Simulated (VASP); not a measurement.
# LiH2IO (Pmma) in VASP: single point with LDA

Aim: the single point of LiH2IO with LDA.

All numbers are computed with VASP 6.6.1; they aren't measurements. Logs are shortened: lines on timing, memory, paths and dates and some standing lists are left out, and cuts for length are marked.

**1. The cell of the first run**

The structure is orthorhombic, space group Pmma (No. 51). The conventional cell has a = 6.434 Å, b = 4.397 Å, c = 5.620 Å, α = 90.00°, β = 90.00°, γ = 90.00°. Within 2.8 Å of Li (site symmetry 2/m) lie 2 O at 2.11 Å and 4 H at 2.67 Å. H (site symmetry m) has 1 O at 0.99 Å within 1.3 Å. I (site symmetry mm2) has 10 H at 2.63 to 3.70 Å and 4 Li at 3.08 Å and 8 O at 3.56 to 3.90 Å within 3.9 Å. Within 1.3 Å of O (site symmetry mm2) lie 2 H at 0.99 Å.

**2. Single point, LDA**

Input file INCAR:

```
ALGO = Normal ; EDIFF = 1E-6
ENCUT = 520 ; ISIF = 2
ISMEAR = 0 ; LASPH = True
LCHARG = False ; LREAL = False
LWAVE = False ; NBANDS = 29
NELM = 80 ; PREC = Accurate
SIGMA = 0.01
```

Input file KPOINTS:

```
k-points
0
Gamma
  3 4 3
```

Input file POSCAR:

```
LiH2IO
1.0
    6.4344990000      0.0000000000      0.0000000000
    0.0000000000      4.3970990000      0.0000000000
    0.0000000000      0.0000000000      5.6202520000
Li H I O
2 4 2 2
Direct
    0.5000000000      0.5000000000      0.0000000000
    0.0000000000      0.5000000000      0.0000000000
    0.7500000000      0.6754960000      0.3528280000
    0.7500000000      0.3245040000      0.3528280000
    0.2500000000      0.6754960000      0.6471720000
    0.2500000000      0.3245040000      0.6471720000
    0.7500000000      0.0000000000      0.7454540000
    0.2500000000      0.0000000000      0.2545460000
    0.7500000000      0.5000000000      0.2429640000
    0.2500000000      0.5000000000      0.7570360000
```

Potentials or basis: VASP PAW LDA potentials, release 64 (Li_sv, H, I, O).

On the command line:

```sh
> cat potpaw_LDA.64/Li_sv/POTCAR potpaw_LDA.64/H/POTCAR potpaw_LDA.64/I/POTCAR potpaw_LDA.64/O/POTCAR > POTCAR
> mpirun -np 1 vasp_std > vasp.out
```

OUTCAR:

```text
EDIFF = 1E-6
   ENCUT = 520
   ISIF = 2
   ISMEAR = 0
   LASPH = True
   LREAL = False
   NELM = 80
   PREC = Accurate

 ion  position               nearest neighbor table
   1  0.500  0.500  0.000-   9 2.11  10 2.11   7 3.08   8 3.08   7 3.08   8 3.08
   2  0.000  0.500  0.000-   9 2.11  10 2.11   7 3.08   8 3.08   7 3.08   8 3.08
   3  0.750  0.675  0.353-   9 0.99
   4  0.750  0.325  0.353-   9 0.99
   5  0.250  0.675  0.647-  10 0.99
   6  0.250  0.325  0.647-  10 0.99
   7  0.750  0.000  0.745-   1 3.08   2 3.08   1 3.08   2 3.08
   8  0.250  0.000  0.255-   1 3.08   2 3.08   1 3.08   2 3.08
   9  0.750  0.500  0.243-   3 0.99   4 0.99   1 2.11   2 2.11
  10  0.250  0.500  0.757-   5 0.99   6 0.99   1 2.11   2 2.11

  LATTYP: Found a simple orthorhombic cell.
 ALAT       =     4.3970990000
 B/A-ratio  =     1.2781727225
 C/A-ratio  =     1.4633509503

  Lattice vectors:

 A1 = (   0.0000000000,   4.3970990000,   0.0000000000)
 A2 = (   0.0000000000,   0.0000000000,   5.6202520000)
 A3 = (   6.4344990000,   0.0000000000,   0.0000000000)

Analysis of symmetry for initial positions (statically):
=====================================================================
 Subroutine PRICEL returns:
 Original cell was already a primitive cell.

 Routine SETGRP: Setting up the symmetry group for a
 simple orthorhombic supercell.

 Subroutine GETGRP returns: Found  8 space group operations
 (whereof  4 operations were pure point group operations)
 out of a pool of  8 trial point group operations.

The static configuration has the point symmetry C_2h.
 The point group associated with its full space group is D_2h.

Analysis of symmetry for dynamics (positions and initial velocities):
=====================================================================
 Subroutine PRICEL returns:
 Original cell was already a primitive cell.

 Routine SETGRP: Setting up the symmetry group for a
 simple orthorhombic supercell.

 Subroutine GETGRP returns: Found  8 space group operations
 (whereof  4 operations were pure point group operations)
 out of a pool of  8 trial point group operations.

The dynamic configuration has the point symmetry C_2h.
 The point group associated with its full space group is D_2h.

 Subroutine INISYM returns: Found  8 space group operations
 (whereof  4 operations are pure point group operations),
 and found     1 'primitive' translations

----------------------------------------------------------------------------------------

                                     Primitive cell

  volume of cell :     159.0145

  direct lattice vectors                    reciprocal lattice vectors
     6.434499000  0.000000000  0.000000000     0.155412255  0.000000000  0.000000000
     0.000000000  4.397099000  0.000000000     0.000000000  0.227422671  0.000000000
     0.000000000  0.000000000  5.620252000     0.000000000  0.000000000  0.177927965

  length of vectors
     6.434499000  4.397099000  5.620252000     0.155412255  0.227422671  0.177927965

  position of ions in fractional coordinates (direct lattice)
     0.500000000  0.500000000  0.000000000
     0.000000000  0.500000000  0.000000000
     0.750000000  0.675496000  0.352828000
     0.750000000  0.324504000  0.352828000
     0.250000000  0.675496000  0.647172000
     0.250000000  0.324504000  0.647172000
     0.750000000  0.000000000  0.745454000
     0.250000000  0.000000000  0.254546000
     0.750000000  0.500000000  0.242964000
     0.250000000  0.500000000  0.757036000

  ion indices of the primitive-cell ions
   primitive index   ion index
                 1           1
                 2           2
                 3           3
                 4           4
                 5           5
                 6           6
                 7           7
                 8           8
                 9           9
                10          10

----------------------------------------------------------------------------------------

 KPOINTS: k-points

Automatic generation of k-mesh.
 Grid dimensions read from file:
 generate k-points for:    3    4    3

 Generating k-lattice:

  Cartesian coordinates                     Fractional coordinates (reciprocal lattice)
     0.051804085  0.000000000  0.000000000     0.333333333  0.000000000  0.000000000
     0.000000000  0.056855668  0.000000000     0.000000000  0.250000000  0.000000000
     0.000000000  0.000000000  0.059309322     0.000000000  0.000000000  0.333333333

  Length of vectors
     0.051804085  0.056855668  0.059309322

  Shift w.r.t. Gamma in fractional coordinates (k-lattice)
     0.000000000  0.000000000  0.000000000

 Subroutine IBZKPT returns following result:
 ===========================================

 Found     12 irreducible k-points:

 Following reciprocal coordinates:
            Coordinates               Weight
  0.000000  0.000000  0.000000      1.000000
  0.333333  0.000000  0.000000      2.000000
  0.000000  0.250000  0.000000      2.000000
  0.333333  0.250000  0.000000      4.000000
  0.000000  0.500000  0.000000      1.000000
  0.333333  0.500000  0.000000      2.000000
  0.000000  0.000000  0.333333      2.000000
  0.333333  0.000000  0.333333      4.000000
  0.000000  0.250000  0.333333      4.000000
  0.333333  0.250000  0.333333      8.000000
  0.000000  0.500000  0.333333      2.000000
  0.333333  0.500000  0.333333      4.000000
   k-points           NKPTS =     12   k-points in BZ     NKDIM =     12   number of bands    NBANDS=     29
   number of dos      NEDOS =    301   number of ions     NIONS =     10
   total plane-waves  NPLWV =  72576
   dimension x,y,z NGX =    48 NGY =   36 NGZ =   42
   dimension x,y,z NGXF=    96 NGYF=   72 NGZF=   84
   ions per type =               2   4   2   2
   NGX,Y,Z   is equivalent  to a cutoff of  12.40, 13.61, 12.42 a.u.
   NGXF,Y,Z  is equivalent  to a cutoff of  24.80, 27.22, 24.85 a.u.
 SYSTEM =  unknown system
   PREC   = accura    normal or accurate (medium, high low for compatibility)
   ISTART =      0    job   : 0-new  1-cont  2-samecut
   ICHARG =      2    charge: 1-file 2-atom 10-const
   ISPIN  =      1    spin polarized calculation?
   LNONCOLLINEAR =      F non collinear calculations
   LSORBIT =      F    spin-orbit coupling
   LASPH  =      T    aspherical Exc in radial PAW
   ENCUT  =  520.0 eV  38.22 Ry    6.18 a.u.  11.96  8.18 10.45*2*pi/ulx,y,z
   NELM   =     80;   NELMIN=  2; NELMDL= -5     # of ELM steps
   EDIFF  = 0.1E-05   stopping-criterion for ELM
   LREAL  =      F    real-space projection
   EDIFFG = 0.1E-04   stopping-criterion for IOM
   NSW    =      0    number of steps for IOM
   IBRION =     -1    ionic relax: 0-MD 1-quasi-New 2-CG
   NFREE  =      0    steps in history (QN), initial steepest desc. (CG)
   ISIF   =      2    stress and relaxation
   ISYM   =      2    0-nonsym 1-usesym 2-fastsym
   POTIM  = 0.5000    time-step for ionic-motion
   TEBEG  =    0.0;   TEEND  =   0.0 temperature during run
   PSTRESS=    0.0 pullay stress
   NELECT =      36.0000    total number of electrons
   NUPDOWN=      -1.0000    fix difference up-down
   EMIN   =  10.00;   EMAX   =-10.00  energy-range for DOS
   EFERMI =   0.00;   METHOD = LEGACY
   ISMEAR =     0;   SIGMA  =   0.01  broadening in eV -4-tet -1-fermi 0-gaus
   EFERMI_NEDOS =   21; number of points for ismear=-14 and -15
   IALGO  =     38    algorithm
   IMIX   =      4    mixing-type and parameters
     AMIX     =   0.40;   BMIX     =  1.00
     AMIX_MAG =   1.60;   BMIX_MAG =  1.00
  volume/ion in A,a.u.               =      15.90       107.31
  Fermi-wavevector in a.u.,A,eV,Ry     =   0.997769  1.885510 13.545189  0.995543
  Thomas-Fermi vector in A             =   2.129948
   LORBIT       =      0    0 simple, 1 ext, 2 COOP (PROOUT), +10 PAW based schemes
   GGA     = CA    functional components
   LHFCALC =     F    Hartree Fock is set to
   AEXX    =    0.0000 exact exchange contribution
   IVDW    =     0    specifies the selected vdW correction
   LEPSILON=     F    determine dielectric tensor
   LRPA    =     F    only Hartree local field effects (RPA)
 non-spin polarized calculation
 Gauss-broadening in eV      SIGMA  =   0.01
  energy-cutoff  :      520.00
  volume of cell :      159.01
 maximum number of plane-waves:      4310
 NGX is ok and might be reduce to    48
   NGX = 23   NGY = 17   NGZ = 21

 number of electron      35.9999966 magnetization

 Free energy of the ion-electron system (eV)
  ---------------------------------------------------
  ext. energy  EPLUGINS =         0.00000000
  ---------------------------------------------------
  free energy    TOTEN  =       -44.97251069 eV

  energy without entropy =      -44.97251069  energy(sigma->0) =      -44.97251069

 E-fermi :   1.0129     XC(G=0):  -8.4068

 val. band max:        0.8787327561   @ k =   0.0000   0.5000   0.0000
 cond. band min:       4.2721333804   @ k =   0.0000   0.0000   0.0000
 fundamental gap:      3.3934006243
 Fermi energy:         1.0128905697

 k-point     1 :       0.0000    0.0000    0.0000
  band No.  band energies     occupation
      1     -42.9095      2.00000
      2     -42.9048      2.00000
      3     -19.5086      2.00000
      4     -19.5052      2.00000
      5     -10.3480      2.00000
      6     -10.0252      2.00000
[... 21 lines left out ...]
     28      10.6611      0.00000
     29      11.1433      0.00000

 k-point     2 :       0.3333    0.0000    0.0000
  band No.  band energies     occupation
      1     -42.9084      2.00000
      2     -42.9060      2.00000
      3     -19.5077      2.00000
      4     -19.5060      2.00000
      5     -10.2757      2.00000
      6     -10.1150      2.00000
[... 312 lines left out ...]
 k-point    12 :       0.3333    0.5000    0.3333
  band No.  band energies     occupation
      1     -42.9083      2.00000
      2     -42.9059      2.00000
      3     -19.4964      2.00000
      4     -19.4843      2.00000
      5     -10.1445      2.00000
      6     -10.0268      2.00000
[... 21 lines left out ...]
     28      10.2125      0.00000
     29      10.7708      0.00000

------------------------ aborting loop because EDIFF is reached ----------------------------------------

  FORCE on cell =-STRESS in cart. coord.  units (eV):
  Direction    XX          YY          ZZ          XY          YZ          ZX
  --------------------------------------------------------------------------------------
  -------------------------------------------------------------------------------------
  Total       -2.7834027     -1.3262721     -2.8107713      0.0000000      0.0000000      0.0000000
  in kB      -28.0446395    -13.3630764    -28.3203959      0.0000000      0.0000000      0.0000000
  external PRESSURE =     -23.2427039 kB  Pullay stress =       0.0000000 kB

 VOLUME and BASIS-vectors are now :
 -----------------------------------------------------------------------------
  energy-cutoff  :      520.00
  volume of cell :      159.01
      direct lattice vectors                 reciprocal lattice vectors
     6.434499000  0.000000000  0.000000000     0.155412255  0.000000000  0.000000000
     0.000000000  4.397099000  0.000000000     0.000000000  0.227422671  0.000000000
     0.000000000  0.000000000  5.620252000     0.000000000  0.000000000  0.177927965

 POSITION                                       TOTAL-FORCE (eV/Angst)
 -----------------------------------------------------------------------------------
      3.21725      2.19855      0.00000         0.000000      0.000000     -0.000000
      0.00000      2.19855      0.00000         0.000000      0.000000     -0.000000
      4.82587      2.97022      1.98298        -0.000000      0.346713      0.189788
      4.82587      1.42688      1.98298        -0.000000     -0.346713      0.189788
      1.60862      2.97022      3.63727         0.000000      0.346713     -0.189788
      1.60862      1.42688      3.63727        -0.000000     -0.346713     -0.189788
      4.82587      0.00000      4.18964        -0.000000     -0.000000     -0.047603
      1.60862      0.00000      1.43061         0.000000      0.000000      0.047603
      4.82587      2.19855      1.36552         0.000000      0.000000     -0.587950
      1.60862      2.19855      4.25473         0.000000      0.000000      0.587950
 -----------------------------------------------------------------------------------
    total drift:                                0.000000      0.000000     -0.000000

  FREE ENERGIE OF THE ION-ELECTRON SYSTEM (eV)
  ---------------------------------------------------
  free  energy   TOTEN  =       -44.9725106874 eV

  energy  without entropy=      -44.9725106874  energy(sigma->0) =      -44.97251069
```

It took 55 s on 1 thread of AMD EPYC 7R43 (Zen 3), shared host; peak memory 0.2 GiB.

Results:

```
Free energy            : -44.9725 eV
Largest force          : 0.588 eV/Å
Band gap on the k mesh : 3.39 eV (least direct gap 3.54 eV)
```

Forces in eV/Å, atoms in the order of the input:
```
Li   0.000  0.000  0.000
Li   0.000  0.000  0.000
H    0.000  0.347  0.190
H    0.000 -0.347  0.190
H    0.000  0.347 -0.190
H    0.000 -0.347 -0.190
I    0.000  0.000 -0.048
I    0.000  0.000  0.048
O    0.000  0.000 -0.588
O    0.000  0.000  0.588
```

Levels at points of the mesh, in eV from the valence-band top:
```csv
k point,band 16,band 17,band 18,band 19,band 20,band 21
"(0.00, 0.00, 0.00)",-0.36,-0.25,-0.15,3.39,3.72,5.16
"(0.00, 0.50, 0.00)",-1.71,-0.53,0.00,5.20,5.61,5.95
```

Caveat: the cutoff is under 1.25 times the usual one of these potentials, so pressure, stress and relaxed cells hold a basis-set (Pulay) error; spin-orbit coupling is left out, which moves the levels of the heavy elements; an odd mesh through Γ misses points on the zone boundary, where band edges can lie.
